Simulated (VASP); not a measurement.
# Cu (I4/mmm) in VASP: notebook

Runs on Cu. Level: PBE. Tasks: single point.

All numbers are computed with VASP 6.6.1; they aren't measurements. Logs are shortened: lines on timing, memory, paths and dates and some standing lists are left out, and cuts for length are marked.

### Step 1. The cell of the first run

It takes space group I4/mmm (No. 139, tetragonal). Conventional cell: a = 2.652 Å, b = 2.652 Å, c = 3.214 Å, α = 90.00°, β = 90.00°, γ = 90.00°. Cu (site symmetry 4/mmm) has 14 Cu at 2.47 to 3.21 Å within 3.3 Å.

### Step 2. Single point, PBE (11.31 Å³/atom)

The input, INCAR:

```
ALGO = Normal
EDIFF = 1E-7
ENCUT = 520
GGA = PE
ISIF = 2
ISMEAR = 0
LASPH = True
LCHARG = False
LREAL = False
LWAVE = False
NBANDS = 12
NELM = 60
PREC = Accurate
SIGMA = 0.15
```

The input, KPOINTS:

```
k-points
0
Gamma
  24 24 24
```

The input, POSCAR:

```
Cu
1.0
    0.0000000000      1.8755518921      1.6071604163
    1.8755518921      0.0000000000      1.6071604163
    1.8755518921      1.8755518921      0.0000000000
Cu
1
Direct
    0.0000000000      0.0000000000      0.0000000000
```

Potentials or basis: VASP PAW PBE potentials, release 64 (Cu).

Command:

```sh
$ cat potpaw_PBE.64/Cu/POTCAR > POTCAR
$ mpirun -np 1 vasp_std > vasp.out
```

OUTCAR:

```text
EDIFF = 1E-7
   ENCUT = 520
   GGA = PE
   ISIF = 2
   ISMEAR = 0
   LASPH = True
   LREAL = False
   NELM = 60
   PREC = Accurate

 ion  position               nearest neighbor table
   1  0.000  0.000  0.000-

  LATTYP: Found a body centered tetragonal cell.
 ALAT       =     2.6524309227
 C/A-ratio  =     1.2118396016

  Lattice vectors:

 A1 = (   0.0000000000,  -1.8755518921,  -1.6071604163)
 A2 = (   0.0000000000,   1.8755518921,  -1.6071604163)
 A3 = (   1.8755518921,   0.0000000000,   1.6071604163)

Analysis of symmetry for initial positions (statically):
=====================================================================
 Subroutine PRICEL returns:
 Original cell was already a primitive cell.

 Routine SETGRP: Setting up the symmetry group for a
 body centered tetragonal supercell.

 Subroutine GETGRP returns: Found 16 space group operations
 (whereof 16 operations were pure point group operations)
 out of a pool of 16 trial point group operations.

The static configuration has the point symmetry D_4h.

Analysis of symmetry for dynamics (positions and initial velocities):
=====================================================================
 Subroutine PRICEL returns:
 Original cell was already a primitive cell.

 Routine SETGRP: Setting up the symmetry group for a
 body centered tetragonal supercell.

 Subroutine GETGRP returns: Found 16 space group operations
 (whereof 16 operations were pure point group operations)
 out of a pool of 16 trial point group operations.

The dynamic configuration has the point symmetry D_4h.

 Subroutine INISYM returns: Found 16 space group operations
 (whereof 16 operations are pure point group operations),
 and found     1 'primitive' translations

----------------------------------------------------------------------------------------

                                     Primitive cell

  volume of cell :      11.3070

  direct lattice vectors                    reciprocal lattice vectors
     0.000000000  1.875551892  1.607160416    -0.266588198  0.266588198  0.311107712
     1.875551892  0.000000000  1.607160416     0.266588198 -0.266588198  0.311107712
     1.875551892  1.875551892  0.000000000     0.266588198  0.266588198 -0.311107712

  length of vectors
     2.469951316  2.469951316  2.652430923     0.488801129  0.488801129  0.488801129

  position of ions in fractional coordinates (direct lattice)
     0.000000000  0.000000000  0.000000000

  ion indices of the primitive-cell ions
   primitive index   ion index
                 1           1

----------------------------------------------------------------------------------------

 KPOINTS: k-points

Automatic generation of k-mesh.
 Grid dimensions read from file:
 generate k-points for:   24   24   24

 Generating k-lattice:

  Cartesian coordinates                     Fractional coordinates (reciprocal lattice)
    -0.011107842  0.011107842  0.012962821     0.041666667  0.000000000  0.000000000
     0.011107842 -0.011107842  0.012962821     0.000000000  0.041666667  0.000000000
     0.011107842  0.011107842 -0.012962821    -0.000000000 -0.000000000  0.041666667

  Length of vectors
     0.020366714  0.020366714  0.020366714

  Shift w.r.t. Gamma in fractional coordinates (k-lattice)
     0.000000000  0.000000000  0.000000000

 Subroutine IBZKPT returns following result:
 ===========================================

 Found   1063 irreducible k-points:

 Following reciprocal coordinates:
            Coordinates               Weight
  0.000000  0.000000  0.000000      1.000000
  0.041667  0.000000  0.000000      8.000000
  0.083333  0.000000  0.000000      8.000000
  0.125000  0.000000  0.000000      8.000000
  0.166667  0.000000  0.000000      8.000000
  0.208333  0.000000  0.000000      8.000000
[... 16 lines left out ...]
  0.416667  0.041667  0.000000      8.000000
  0.458333  0.041667  0.000000      8.000000
 [... further k-points ...]
   k-points           NKPTS =   1063   k-points in BZ     NKDIM =   1063   number of bands    NBANDS=     12
   number of dos      NEDOS =    301   number of ions     NIONS =      1
   total plane-waves  NPLWV =   6480
   dimension x,y,z NGX =    18 NGY =   18 NGZ =   20
   dimension x,y,z NGXF=    36 NGYF=   36 NGZF=   40
   ions per type =               1
   NGX,Y,Z   is equivalent  to a cutoff of  12.12, 12.12, 12.54 a.u.
   NGXF,Y,Z  is equivalent  to a cutoff of  24.23, 24.23, 25.07 a.u.
 SYSTEM =  unknown system
   PREC   = accura    normal or accurate (medium, high low for compatibility)
   ISTART =      0    job   : 0-new  1-cont  2-samecut
   ICHARG =      2    charge: 1-file 2-atom 10-const
   ISPIN  =      1    spin polarized calculation?
   LNONCOLLINEAR =      F non collinear calculations
   LSORBIT =      F    spin-orbit coupling
   LASPH  =      T    aspherical Exc in radial PAW
   ENCUT  =  520.0 eV  38.22 Ry    6.18 a.u.   4.59  4.59  4.93*2*pi/ulx,y,z
   NELM   =     60;   NELMIN=  2; NELMDL= -5     # of ELM steps
   EDIFF  = 0.1E-06   stopping-criterion for ELM
   LREAL  =      F    real-space projection
   EDIFFG = 0.1E-05   stopping-criterion for IOM
   NSW    =      0    number of steps for IOM
   IBRION =     -1    ionic relax: 0-MD 1-quasi-New 2-CG
   NFREE  =      0    steps in history (QN), initial steepest desc. (CG)
   ISIF   =      2    stress and relaxation
   ISYM   =      2    0-nonsym 1-usesym 2-fastsym
   POTIM  = 0.5000    time-step for ionic-motion
   TEBEG  =    0.0;   TEEND  =   0.0 temperature during run
   PSTRESS=    0.0 pullay stress
   NELECT =      11.0000    total number of electrons
   NUPDOWN=      -1.0000    fix difference up-down
   EMIN   =  10.00;   EMAX   =-10.00  energy-range for DOS
   EFERMI =   0.00;   METHOD = LEGACY
   ISMEAR =     0;   SIGMA  =   0.15  broadening in eV -4-tet -1-fermi 0-gaus
   EFERMI_NEDOS =   21; number of points for ismear=-14 and -15
   IALGO  =     38    algorithm
   IMIX   =      4    mixing-type and parameters
     AMIX     =   0.40;   BMIX     =  1.00
     AMIX_MAG =   1.60;   BMIX_MAG =  1.00
  volume/ion in A,a.u.               =      11.31        76.30
  Fermi-wavevector in a.u.,A,eV,Ry     =   1.622146  3.065411 35.801792  2.631358
  Thomas-Fermi vector in A             =   2.715807
   LORBIT       =      0    0 simple, 1 ext, 2 COOP (PROOUT), +10 PAW based schemes
   GGA     = PE    functional components
   LHFCALC =     F    Hartree Fock is set to
   AEXX    =    0.0000 exact exchange contribution
   IVDW    =     0    specifies the selected vdW correction
   LEPSILON=     F    determine dielectric tensor
   LRPA    =     F    only Hartree local field effects (RPA)
 non-spin polarized calculation
 Gauss-broadening in eV      SIGMA  =   0.15
  energy-cutoff  :      520.00
  volume of cell :       11.31
 maximum number of plane-waves:       312
   NGX =  9   NGY =  9   NGZ =  9

 number of electron      11.0000002 magnetization

 Free energy of the ion-electron system (eV)
  ---------------------------------------------------
  ext. energy  EPLUGINS =         0.00000000
  ---------------------------------------------------
  free energy    TOTEN  =        -3.68877407 eV

  energy without entropy =       -3.68506334  energy(sigma->0) =       -3.68691871

 E-fermi :   8.1484     XC(G=0): -12.9806

 val. band max:        8.1481636623   @ k =   0.5000   0.1250   0.2917
 cond. band min:       8.1700040324   @ k =  -0.3333   0.2083   0.0833
 fundamental gap:      0.0218403702
 Fermi energy:         8.1483904738

 k-point     1 :       0.0000    0.0000    0.0000
  band No.  band energies     occupation
      1      -1.5469      2.00000
      2       4.8041      2.00000
      3       4.8041      2.00000
      4       5.4337      2.00000
      5       5.4732      2.00000
      6       6.1117      2.00000
      7      31.5682      0.00000
      8      33.9539      0.00000
      9      33.9539      0.00000
     10      35.0379      0.00000
     11      36.6133      0.00000
     12      37.1296      0.00000

 k-point     2 :       0.0417    0.0000    0.0000
  band No.  band energies     occupation
      1      -1.4808      2.00000
      2       4.8034      2.00000
      3       4.8162      2.00000
      4       5.4341      2.00000
      5       5.4702      2.00000
      6       6.1035      2.00000
      7      31.2298      0.00000
      8      33.1795      0.00000
      9      33.7202      0.00000
     10      34.5826      0.00000
     11      37.0059      0.00000
     12      37.3728      0.00000

 k-point     3 :       0.0833    0.0000    0.0000
  band No.  band energies     occupation
      1      -1.2837      2.00000
      2       4.7985      2.00000
      3       4.8465      2.00000
      4       5.4411      2.00000
      5       5.4641      2.00000
      6       6.0811      2.00000
      7      29.8001      0.00000
      8      32.3723      0.00000
      9      33.1884      0.00000
     10      34.1219      0.00000
     11      37.5524      0.00000
     12      37.6771      0.00000
[... 286 lines left out ...]
 k-point    23 :       0.4167    0.0417    0.0000
  band No.  band energies     occupation
      1       2.6713      2.00000
      2       4.6132      2.00000
      3       5.3894      2.00000
      4       5.6205      2.00000
      5       6.5194      2.00000
      6       6.5425      2.00000
      7      14.2026      0.00000
      8      27.9593      0.00000
      9      27.9786      0.00000
     10      33.1158      0.00000
     11      35.0682      0.00000
     12      36.1706      0.00000

 k-point    24 :       0.4583    0.0417    0.0000
  band No.  band energies     occupation
      1       2.8141      2.00000
      2       4.5810      2.00000
      3       5.3576      2.00000
      4       5.9108      2.00000
      5       6.6001      2.00000
      6       7.0314      2.00000
      7      12.9226      0.00000
      8      27.8376      0.00000
      9      27.8947      0.00000
     10      32.7660      0.00000
     11      34.7077      0.00000
     12      35.7478      0.00000

 [... further k-points ...]

------------------------ aborting loop because EDIFF is reached ----------------------------------------

  FORCE on cell =-STRESS in cart. coord.  units (eV):
  Direction    XX          YY          ZZ          XY          YZ          ZX
  --------------------------------------------------------------------------------------
  -------------------------------------------------------------------------------------
  Total        0.6208753      0.6208753      0.8902938      0.0000000      0.0000000      0.0000000
  in kB       87.9766800     87.9766800    126.1526922      0.0000000      0.0000000      0.0000000
  external PRESSURE =     100.7020174 kB  Pullay stress =       0.0000000 kB

 VOLUME and BASIS-vectors are now :
 -----------------------------------------------------------------------------
  energy-cutoff  :      520.00
  volume of cell :       11.31
      direct lattice vectors                 reciprocal lattice vectors
     0.000000000  1.875551892  1.607160416    -0.266588198  0.266588198  0.311107712
     1.875551892  0.000000000  1.607160416     0.266588198 -0.266588198  0.311107712
     1.875551892  1.875551892  0.000000000     0.266588198  0.266588198 -0.311107712

 POSITION                                       TOTAL-FORCE (eV/Angst)
 -----------------------------------------------------------------------------------
      0.00000      0.00000      0.00000         0.000000     -0.000000      0.000000
 -----------------------------------------------------------------------------------
    total drift:                                0.000000      0.000000      0.000000

  FREE ENERGIE OF THE ION-ELECTRON SYSTEM (eV)
  ---------------------------------------------------
  free  energy   TOTEN  =        -3.6887740726 eV

  energy  without entropy=       -3.6850633404  energy(sigma->0) =       -3.68691871
```

It took 59 s on 1 thread of Intel Xeon 6975P-C (Granite Rapids), shared host; peak memory 0.24 GiB.

Results:

```
Free energy            : -3.6888 eV
Pressure               : 10.1 GPa
Band gap on the k mesh : zero (an odd number of electrons rules out a gap without spin polarisation)
```

Caveat: the cell stands under pressure.

### Step 3. Single point, PBE (11.31 Å³/atom)

The input, INCAR:

```
  PREC = Accurate
  ENCUT = 520
  EDIFF = 1E-6
  ISMEAR = 0
  SIGMA = 0.15
  LREAL = False
  LASPH = True
  NELM = 60
  ALGO = Normal
  ISIF = 2
  LWAVE = False
  LCHARG = True
  GGA = PE
  LELF = True
  LVHAR = True
  NBANDS = 12
```

The input, KPOINTS:

```
Automatic mesh
0
Gamma
  24 24 24
```

The input, POSCAR:

```
Cu
1.0
    0.0000000000      1.9244718534      1.5264910741
    1.9244718534      0.0000000000      1.5264910741
    1.9244718534      1.9244718534      0.0000000000
Cu
1
Direct
    0.0000000000      0.0000000000      0.0000000000
```

Potentials or basis: VASP PAW PBE potentials, release 64 (Cu).

Command:

```sh
$ cat potpaw_PBE.64/Cu/POTCAR > POTCAR
$ mpirun -np 1 vasp_std > vasp.out
```

Run time: 54 s. Hardware: 1 thread of Intel Xeon 6975P-C (Granite Rapids), shared host; peak memory 0.24 GiB.

It converged, with:

- Free energy: -3.6768 eV
- Pressure: 10.2 GPa
- Band gap on the k mesh: zero (an odd number of electrons rules out a gap without spin polarisation)

Stress tensor (GPa, compression positive):
```
 9.33  0.00  0.00
 0.00  9.33  0.00
 0.00  0.00 11.99
```

Levels at points of the mesh, in eV from the Fermi level:
```
           k point  band 4  band 5  band 6  band 7  band 8  band 9
(0.00, 0.00, 0.00)   -2.94   -2.46   -2.03   24.04   25.81   25.81
(0.50, 0.00, 0.00)   -1.98   -1.46   -0.96    4.23   18.94   19.37
(0.50, 0.50, 0.00)   -1.54   -1.54    5.66    9.92    9.92   11.90
(0.50, 0.00, 0.50)   -1.91   -1.37   -0.08    5.45   16.04   16.05
```

Caveat: the cell stands under pressure.

### Step 4. Single point, PBE (11.31 Å³/atom)

The input, INCAR:

```
SYSTEM = Cu
PREC = Accurate
ENCUT = 520
EDIFF = 1E-6
ISMEAR = 0
SIGMA = 0.15
LREAL = .False.
LASPH = .True.
NELM = 80
ALGO = Normal
ISIF = 2
LWAVE = .False.
LCHARG = .False.
GGA = PE
NBANDS = 12
```

The input, KPOINTS:

```
regular mesh
0
Gamma
  24 24 24
  0 0 0
```

The input, POSCAR:

```
Cu
1.0
    0.0000000000      1.8278857379      1.6920738275
    1.8278857379      0.0000000000      1.6920738275
    1.8278857379      1.8278857379      0.0000000000
Cu
1
Direct
    0.0000000000      0.0000000000      0.0000000000
```

Command:

```sh
$ cat potpaw_PBE.64/Cu/POTCAR > POTCAR
$ mpirun -np 1 vasp_std > vasp.out
```

Wall time 59 s (1 thread of Intel Xeon 6975P-C (Granite Rapids), shared host); peak memory 0.24 GiB.

The run converged. Its results:

- Free energy: -3.7027 eV
- Pressure: 9.8 GPa
- Band gap on the k mesh: zero (an odd number of electrons rules out a gap without spin polarisation)

Stress tensor (GPa, compression positive):
```
 8.60  0.00  0.00
 0.00  8.60  0.00
 0.00  0.00 12.16
```

Levels at points of the mesh, in eV from the Fermi level:
| k point | band 4 | band 5 | band 6 | band 7 | band 8 | band 9 |
| --- | --- | --- | --- | --- | --- | --- |
| (0.00, 0.00, 0.00) | -2.93 | -2.51 | -2.14 | 23.04 | 25.81 | 25.81 |
| (0.50, 0.00, 0.00) | -1.79 | -1.62 | -1.13 | 3.99 | 20.68 | 21.49 |
| (0.50, 0.50, 0.00) | -1.53 | -1.53 | 2.67 | 8.83 | 12.18 | 12.18 |
| (0.50, 0.00, 0.50) | -1.68 | -1.45 | 0.89 | 6.72 | 14.08 | 14.14 |

Caveat: the cell stands under pressure.

### Step 5. The runs side by side

| cell | gap on the mesh (eV) | pressure (GPa) |
| --- | --- | --- |
| a = 2.470, b = 2.470, c = 2.652 Å, angles 57.5, 57.5, 65.0°, 1 atom | none | 10.1 |
| a = 2.456, b = 2.456, c = 2.722 Å, angles 56.4, 56.4, 67.3°, 1 atom | none | 10.2 |
| a = 2.491, b = 2.491, c = 2.585 Å, angles 58.7, 58.7, 62.5°, 1 atom | none | 9.8 |

Alike in all rows: task single point; level PBE; potentials or basis VASP PAW PBE potentials, release 64 (Cu); no spin polarisation; k mesh 24 × 24 × 24; cutoff (eV) 520; smearing gaussian 0.15 eV.

Caveats: the cell stands under pressure.

Total energies depend on the potentials used, so only differences within one code and one set of settings carry meaning.
